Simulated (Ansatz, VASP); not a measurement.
## One calculation of Bi, two programs

```
Bi
1.0
     2.91796    0.00000    0.00000
     0.00000    2.91796    0.00000
     0.00000    0.00000    2.91796
Bi
1
Cartesian
  0.0000 0.0000 0.0000
```

Change from the starting cell: volume scaled by 0.76, PAW files.

Alike in both runs: task single point; functional LDA; k mesh 12 × 12 × 12; occupations fermi-dirac, width 0.05 eV; no spin polarisation.

|  | VASP | Ansatz |
| --- | --- | --- |
| version | VASP 6.6.1 | Ansatz 0.2.0 |
| potentials or method | VASP PAW LDA potentials, release 64 (Bi_d) | PAW with Ansatz's default frozen-core files, scalar-relativistic |
| plane-wave cutoff (eV) | 500 | 420 |
| valence electrons in the cell | 15 | 15 |

```tsv
	VASP	Ansatz	Ansatz less VASP
pressure (GPa)	29.6	29.3	-0.35
```

LDA's correlation is that of Perdew and Zunger in VASP and of Perdew and Wang (1992) in Ansatz. Both programs put the cell under a high pressure, so it lies far from rest at this level.

Spin-orbit coupling is off throughout.
